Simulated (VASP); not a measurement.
A run of VASP 6.6.1:

The input INCAR:

```
SYSTEM = KBr
PREC = Accurate
ENCUT = 500
EDIFF = 1E-6
ISMEAR = 0
SIGMA = 0.01
LREAL = .False.
LASPH = .True.
NELM = 120
ALGO = Normal
ISIF = 2
LWAVE = .False.
LCHARG = .False.
NBANDS = 15
GGA_COMPAT = .False.
```

File KPOINTS:

```
Automatic mesh
0
Gamma
  6 6 6
  0 0 0
```

Contents of POSCAR:

```
KBr
1.0
    3.9888504225      0.0000000000      0.0000000000
    0.0000000000      3.9888504225      0.0000000000
    0.0000000000      0.0000000000      3.9888504225
K Br
1 1
Direct
    0.0000000000      0.0000000000      0.0000000000
    0.5000000000      0.5000000000      0.5000000000
```

Potentials or basis: VASP PAW LDA potentials, release 64 (K_sv, Br).

The run is started by

```bash
$ cat potpaw_LDA.64/K_sv/POTCAR potpaw_LDA.64/Br/POTCAR > POTCAR
$ mpirun -np 1 vasp_std > vasp.out
```

Hardware: 1 thread of Intel Xeon 8259CL (shared host).

Problem. How long does it take, and how much memory?

Solution. Run time: 21 s on 1 thread of Intel Xeon 8259CL (shared host), peak memory 0.15 GiB. Counts: scf iterations 12, k points 20.
